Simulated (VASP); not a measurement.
Input of a VASP 6.6.1 run:

File INCAR:

```
SYSTEM = Sb
ALGO     = Normal         ! electronic algorithm
EDIFF    = 1E-7           ! SCF threshold, eV
ENCUT    = 520            ! plane-wave cutoff, eV
GGA      = PE             ! functional
ISIF     = 2              ! what is computed and relaxed
ISMEAR   = -1             ! smearing method
LASPH    = .TRUE.         ! aspherical terms in the spheres
LCHARG   = .FALSE.        ! write CHGCAR
LREAL    = .FALSE.        ! projectors in reciprocal space
LWAVE    = .FALSE.        ! write WAVECAR
NBANDS   = 12             ! bands
NELM     = 80             ! most SCF steps
PREC     = Accurate       ! precision mode
SIGMA    = 0.1            ! smearing width, eV
```

The input KPOINTS:

```
k-points
0
G
  7 7 7
  0 0 0
```

File POSCAR:

```
Sb
1.0
    2.1879029667      1.2631863668      3.8431731385
   -2.1879029667      1.2631863668      3.8431731385
    0.0000000000     -2.5263727336      3.8431731385
Sb
2
Direct
    0.2326795448      0.2326795448      0.2326795448
    0.7673204552      0.7673204552      0.7673204552
```

Potentials or basis: VASP PAW PBE potentials, release 64 (Sb).

Launch:

```bash
$ cat potpaw_PBE.64/Sb/POTCAR > POTCAR
$ mpirun -np 1 vasp_std > vasp.out
```

Task: Predict the largest force.

Result: 0.015 eV/Å.

Task: What does it give for the pressure?

Result: 0.0 GPa.

Forces in eV/Å, atoms in the order of the input:
```
Sb   0.000  0.000  0.015
Sb   0.000  0.000 -0.015
```
